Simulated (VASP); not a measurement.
**AgCl: single point with PBE**

The system is AgCl.

```
Ag Cl
1.0
     4.51974    0.00000    0.00000
    -2.25987    3.91421    0.00000
     0.00000    0.00000    5.89417
Ag Cl
2 2
Direct
  0.33333 0.66667 0.93778
  0.66667 0.33333 0.43778
  0.33333 0.66667 0.43722
  0.66667 0.33333 0.93722
```

This cell differs from its parent crystal: uniaxial z strain +3.0%.

```json
{"Program": "VASP 6.6.1", "Task": "single point", "Functional": "PBE", "Potentials or basis": "VASP PAW PBE potentials, release 64 (Ag, Cl)", "Cutoff": "520 eV", "k mesh": "6 × 6 × 4", "Occupations": "fermi-dirac, width 0.02 eV", "Spin": "no spin polarisation", "Dipole correction": "no", "Further INCAR settings": "ALGO = Normal; EDIFF = 1e-07; NBANDS = 26"}
```

```json
{
  "Pressure": "0.2 GPa",
  "Band gap on the k mesh": "1.35 eV, direct"
}
```

Stress tensor (GPa, compression positive):
```
0.12 0.00 0.00
0.00 0.12 0.00
0.00 0.00 0.27
```

Levels at points of the mesh, in eV from the valence-band top:
| k point | band 16 | band 17 | band 18 | band 19 | band 20 | band 21 |
| --- | --- | --- | --- | --- | --- | --- |
| (0.00, 0.00, 0.00) | -0.26 | 0.00 | 0.00 | 1.35 | 3.04 | 7.51 |
| (0.50, 0.00, 0.00) | -1.34 | -1.30 | -1.00 | 3.99 | 4.42 | 6.14 |
| (0.00, 0.00, 0.50) | -0.10 | -0.10 | -0.10 | 3.25 | 3.25 | 7.45 |
| (0.50, 0.00, 0.50) | -1.11 | -0.25 | -0.25 | 4.73 | 4.73 | 6.15 |

Run time: 46 s on 1 thread of Intel(R) Xeon(R) Platinum 8488C (Sapphire Rapids) (shared host), peak memory 0.25 GiB.

Caveat: the cell differs from its parent crystal (uniaxial z strain +3.0%).
